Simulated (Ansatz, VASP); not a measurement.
## Two plane-wave programs on AlN

```xyz
8
Lattice="-3.1110 0.0000 0.0000 -1.5555 -2.6942 0.0000 0.0000 0.0000 11.9560" Properties=species:S:1:pos:R:3 pbc="T T T"
Al   -1.5555   -0.8981    8.9977
Al   -1.5555   -0.8981    4.0197
Al   -3.1110   -1.7961    1.5307
Al   -3.1110   -1.7961    6.5087
N    -1.5555   -0.8981    0.9583
N    -1.5555   -0.8981    5.9363
N    -3.1110   -1.7961    3.4473
N    -3.1110   -1.7961    8.4253
```

Alike in both runs: task single point; functional PBE; k mesh 8 × 8 × 3; occupations gaussian, width 0.05 eV; no spin polarisation.

|  | VASP | Ansatz |
| --- | --- | --- |
| version | VASP 6.6.1 | Ansatz 0.2.0 |
| potentials or method | VASP PAW PBE potentials, release 64 (Al, N), cutoff 520 eV | scalar-relativistic, plane waves, PAW |
| valence electrons in the cell | 32 | 32 |

VASP gave:

- gap on the k mesh at the Fermi level (eV): none
- pressure (GPa): 0.7
- traceless stress, the component that is largest in VASP (GPa): -3.86
- rms of the force components (eV/Å): 0.745

**Question.** What did Ansatz give for the same quantities?

**Answer.** gap on the k mesh at the Fermi level (eV): none; pressure (GPa): 0.9; traceless stress, the component that is largest in VASP (GPa): -3.82; rms of the force components (eV/Å): 0.748.

Atom by atom the forces differ by 0.006 eV/Å (rms over components). A gap of «none» marks a metal or a gap that the smearing closes.
